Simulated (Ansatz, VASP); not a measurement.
HgTe: VASP beside Ansatz

```xyz
2
Lattice="0.0000 3.2892 3.2892 3.2892 0.0000 3.2892 3.2892 3.2892 0.0000" Properties=species:S:1:pos:R:3 pbc="T T T"
Hg    0.0000    0.0000    0.0000
Te    1.6446    1.6446    1.6446
```

Alike in both runs: task single point; functional PBE; k mesh 6 × 6 × 6; occupations fermi-dirac, width 0.02 eV; no spin polarisation.

|  | VASP | Ansatz |
| --- | --- | --- |
| version | VASP 6.6.1 | Ansatz 0.2.0 |
| potentials or method | VASP PAW PBE potentials, release 64 (Hg, Te) | plane waves, PAW |
| plane-wave cutoff (eV) | 520 | 420 |
| valence electrons in the cell | 18 | 36 |

|  | VASP | Ansatz | Ansatz less VASP |
| --- | --- | --- | --- |
| pressure (GPa) | 1.3 | 1.3 | -0.05 |

VASP's potentials hold 18 valence electrons a cell and Ansatz's 36, so a difference there can come from the potentials and not from the codes.

Neither program's run includes spin-orbit coupling.
